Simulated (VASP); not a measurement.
# YPtC2N2 (P-1) in VASP: single point with PBE

Aim: the single point of YPtC2N2 with PBE.

Everything below comes from runs of VASP 6.6.1. Logs are shortened: lines on timing, memory, paths and dates and some standing lists are left out, and cuts for length are marked.

### 1 The cell of the first run

The typed cell holds 6 atoms: a = 3.707 Å, b = 4.017 Å, c = 8.845 Å, α = 77.90°, β = 89.66°, γ = 69.60°.

### 2 Single point, PBE

Input file INCAR:

```
SYSTEM = YPtC2N2
PREC = Accurate ; ENCUT = 700
EDIFF = 1E-6 ; ISMEAR = 0
SIGMA = 0.1 ; LREAL = .False.
LASPH = .True. ; NELM = 120
ALGO = Normal ; ISIF = 2
LWAVE = .False. ; LCHARG = .False.
GGA = PE ; NBANDS = 32
GGA_COMPAT = .False.
```

Input file KPOINTS:

```
regular mesh
0
Gamma
  6 6 2
  0 0 0
```

Input file POSCAR:

```
YPtC2N2
1.0
    3.7073693300      0.0000000000      0.0000000000
    1.4005319600      3.7650285000      0.0000000000
    0.0530271100      1.9582141900      8.6254083100
Y Pt C N
1 1 2 2
Direct
    0.5000000000      0.5000000000      0.5000000000
    0.0000000000      0.0000000000      0.0000000000
    0.8190485200      0.1809514800      0.1809514800
    0.1809514800      0.8190485200      0.8190485200
    0.7086086500      0.2913913500      0.2913913500
    0.2913913500      0.7086086500      0.7086086500
```

Potentials or basis: VASP PAW PBE potentials, release 64 (Y_sv, Pt_sv_GW, C, N).

The run is started by

```console
$ cat potpaw_PBE.64/Y_sv/POTCAR potpaw_PBE.64/Pt_sv_GW/POTCAR potpaw_PBE.64/C/POTCAR potpaw_PBE.64/N/POTCAR > POTCAR
$ mpirun -np 1 vasp_std > vasp.out
```

OUTCAR:

```text
SYSTEM = YPtC2N2
   PREC = Accurate
   ENCUT = 700
   EDIFF = 1E-6
   ISMEAR = 0
   LREAL = .False.
   LASPH = .True.
   NELM = 120
   ISIF = 2
   GGA = PE

 ion  position               nearest neighbor table
   1  0.500  0.500  0.500-   5 2.21   6 2.21
   2  0.000  0.000  0.000-   3 1.92   4 1.92
   3  0.819  0.181  0.181-   5 1.17   2 1.92
   4  0.181  0.819  0.819-   6 1.17   2 1.92
   5  0.709  0.291  0.291-   3 1.17   1 2.21
   6  0.291  0.709  0.709-   4 1.17   1 2.21

  LATTYP: Found a triclinic cell.
 ALAT       =     4.0170797075
 B/A-ratio  =     0.9229016101
 C/A-ratio  =     2.2018631601
 COS(alpha) =     0.0059951104
 COS(beta)  =     0.2095897486
 COS(gamma) =     0.3486443043

  Lattice vectors:

 A1 = (  -1.4005319600,  -3.7650285000,   0.0000000000)
 A2 = (  -3.7073693300,   0.0000000000,   0.0000000000)
 A3 = (  -0.0530271100,  -1.9582141900,  -8.6254083100)

Analysis of symmetry for initial positions (statically):
=====================================================================
 Subroutine PRICEL returns:
 Original cell was already a primitive cell.

 Routine SETGRP: Setting up the symmetry group for a
 triclinic supercell.

 Subroutine GETGRP returns: Found  2 space group operations
 (whereof  2 operations were pure point group operations)
 out of a pool of  2 trial point group operations.

The static configuration has the point symmetry S_2 .

Analysis of symmetry for dynamics (positions and initial velocities):
=====================================================================
 Subroutine PRICEL returns:
 Original cell was already a primitive cell.

 Routine SETGRP: Setting up the symmetry group for a
 triclinic supercell.

 Subroutine GETGRP returns: Found  2 space group operations
 (whereof  2 operations were pure point group operations)
 out of a pool of  2 trial point group operations.

The dynamic configuration has the point symmetry S_2 .

 Subroutine INISYM returns: Found  2 space group operations
 (whereof  2 operations are pure point group operations),
 and found     1 'primitive' translations

----------------------------------------------------------------------------------------
[... 93 lines left out ...]
   ISTART =      0    job   : 0-new  1-cont  2-samecut
   ICHARG =      2    charge: 1-file 2-atom 10-const
   ISPIN  =      1    spin polarized calculation?
   LNONCOLLINEAR =      F non collinear calculations
   LSORBIT =      F    spin-orbit coupling
   LASPH  =      T    aspherical Exc in radial PAW
   ENCUT  =  700.0 eV  51.45 Ry    7.17 a.u.   8.00  8.67 19.08*2*pi/ulx,y,z
   NELM   =    120;   NELMIN=  2; NELMDL= -5     # of ELM steps
   EDIFF  = 0.1E-05   stopping-criterion for ELM
   LREAL  =      F    real-space projection
   EDIFFG = 0.1E-04   stopping-criterion for IOM
   NSW    =      0    number of steps for IOM
   IBRION =     -1    ionic relax: 0-MD 1-quasi-New 2-CG
   NFREE  =      0    steps in history (QN), initial steepest desc. (CG)
   ISIF   =      2    stress and relaxation
   ISYM   =      2    0-nonsym 1-usesym 2-fastsym
   POTIM  = 0.5000    time-step for ionic-motion
   TEBEG  =    0.0;   TEEND  =   0.0 temperature during run
   PSTRESS=    0.0 pullay stress
   NELECT =      47.0000    total number of electrons
   NUPDOWN=      -1.0000    fix difference up-down
   EMIN   =  10.00;   EMAX   =-10.00  energy-range for DOS
   EFERMI =   0.00;   METHOD = LEGACY
   ISMEAR =     0;   SIGMA  =   0.10  broadening in eV -4-tet -1-fermi 0-gaus
   EFERMI_NEDOS =   21; number of points for ismear=-14 and -15
   IALGO  =     38    algorithm
   IMIX   =      4    mixing-type and parameters
     AMIX     =   0.40;   BMIX     =  1.00
     AMIX_MAG =   1.60;   BMIX_MAG =  1.00
  volume/ion in A,a.u.               =      20.07       135.41
  Fermi-wavevector in a.u.,A,eV,Ry     =   1.196473  2.261006 19.477384  1.431547
  Thomas-Fermi vector in A             =   2.332412
   LORBIT       =      0    0 simple, 1 ext, 2 COOP (PROOUT), +10 PAW based schemes
   GGA     = PE    functional components
   LHFCALC =     F    Hartree Fock is set to
   AEXX    =    0.0000 exact exchange contribution
   IVDW    =     0    specifies the selected vdW correction
   LEPSILON=     F    determine dielectric tensor
   LRPA    =     F    only Hartree local field effects (RPA)
 non-spin polarized calculation
 Gauss-broadening in eV      SIGMA  =   0.10
  energy-cutoff  :      700.00
  volume of cell :      120.40
 maximum number of plane-waves:      5091
   NGX = 15   NGY = 17   NGZ = 39

 number of electron      46.9999999 magnetization

 Free energy of the ion-electron system (eV)
  ---------------------------------------------------
  ext. energy  EPLUGINS =         0.00000000
  ---------------------------------------------------
  free energy    TOTEN  =       -46.36683586 eV

  energy without entropy =      -46.35425314  energy(sigma->0) =      -46.36054450

 E-fermi :   2.0773     XC(G=0):  -8.7877

 val. band max:        2.0603831346   @ k =   0.5000   0.1667   0.5000
 cond. band min:       2.0848348969   @ k =   0.3333   0.1667  -0.0000
 fundamental gap:      0.0244517623
 Fermi energy:         2.0772522416

 k-point     1 :       0.0000    0.0000    0.0000
  band No.  band energies     occupation
      1     -95.3746      2.00000
      2     -50.1863      2.00000
      3     -49.2801      2.00000
      4     -49.1058      2.00000
      5     -41.6722      2.00000
      6     -21.8174      2.00000
[... 829 lines left out ...]
     31       6.7876      0.00000
     32       7.8052      0.00000

 [... further k-points ...]
[... 5 lines left out ...]
  --------------------------------------------------------------------------------------
  -------------------------------------------------------------------------------------
  Total       -1.3522585      2.1450388      6.1717034     -0.7065785      4.5543855     -1.6187642
  in kB      -17.9951931     28.5451257     82.1300041     -9.4028003     60.6075296    -21.5417209
  external PRESSURE =      30.8933122 kB  Pullay stress =       0.0000000 kB

 VOLUME and BASIS-vectors are now :
 -----------------------------------------------------------------------------
  energy-cutoff  :      700.00
  volume of cell :      120.40
      direct lattice vectors                 reciprocal lattice vectors
     3.707369330  0.000000000  0.000000000     0.269733040 -0.100336490  0.021120991
     1.400531960  3.765028500  0.000000000     0.000000000  0.265602239 -0.060299299
     0.053027110  1.958214190  8.625408310     0.000000000  0.000000000  0.115936541

 POSITION                                       TOTAL-FORCE (eV/Angst)
 -----------------------------------------------------------------------------------
      2.58046      2.86162      4.31270        -0.000000      0.000000      0.000000
      0.00000      0.00000      0.00000        -0.000000      0.000000      0.000000
      3.29954      1.03563      1.56078         0.555044     -1.340912     -2.222284
      1.86139      4.68761      7.06463        -0.555044      1.340912      2.222284
      3.05063      1.66770      2.51337        -0.403762      0.763576      2.058196
      2.11030      4.05554      6.11204         0.403762     -0.763576     -2.058196
 -----------------------------------------------------------------------------------
    total drift:                                0.000000      0.000000      0.000000

  FREE ENERGIE OF THE ION-ELECTRON SYSTEM (eV)
  ---------------------------------------------------
  free  energy   TOTEN  =       -46.3668358562 eV

  energy  without entropy=      -46.3542531440  energy(sigma->0) =      -46.36054450
```

Run time: 3.1 min. Hardware: 1 thread of Intel Xeon 6975P-C (Granite Rapids), shared host; peak memory 0.49 GiB.

What came out:

```
Free energy            : -46.3668 eV
Pressure               : 3.1 GPa
Largest force          : 2.654 eV/Å
Band gap on the k mesh : zero (an odd number of electrons rules out a gap without spin polarisation)
```

Forces in eV/Å, atoms in the order of the input:
```
Y    0.000  0.000  0.000
Pt   0.000  0.000  0.000
C    0.555 -1.341 -2.222
C   -0.555  1.341  2.222
N   -0.404  0.764  2.058
N    0.404 -0.764 -2.058
```

Caveat: the k points lie up to 0.36 Å⁻¹ apart, too coarse for converged energies and pressures of a metal; spin-orbit coupling is left out, which moves the levels of the heavy elements; an odd number of electrons without spin polarisation forces a metal; a magnetic or distorted state may lie lower.

The gap in the log of VASP goes by the Fermi energy; the results here count the filled bands.